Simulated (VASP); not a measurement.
Input of a VASP 6.6.1 run:

The input INCAR:

```
SYSTEM = ZrN
PREC = Accurate
ENCUT = 600
EDIFF = 1E-6
ISMEAR = 0
SIGMA = 0.05
LREAL = .False.
LASPH = .True.
NELM = 120
ALGO = Normal
ISIF = 2
LWAVE = .False.
LCHARG = .False.
GGA = RP
NBANDS = 16
GGA_COMPAT = .False.
```

KPOINTS

```
Automatic mesh
0
Gamma
  8 8 8
  0 0 0
```

File POSCAR:

```
ZrN
1.0
    0.0000000000      2.3251757699      2.3251757699
    2.3251757699      0.0000000000      2.3251757699
    2.3251757699      2.3251757699      0.0000000000
Zr N
1 1
Direct
    0.5000000000      0.5000000000      0.5000000000
    0.0000000000      0.0000000000      0.0000000000
```

Potentials or basis: VASP PAW PBE potentials, release 64 (Zr_sv, N).

Launch:

```sh
$ cat potpaw_PBE.64/Zr_sv/POTCAR potpaw_PBE.64/N/POTCAR > POTCAR
$ mpirun -np 1 vasp_std > vasp.out
```

Q: Estimate the pressure.

A: -4.3 GPa.

Caveat: the PAW data sets were made with another functional, which shifts forces and pressure a little.
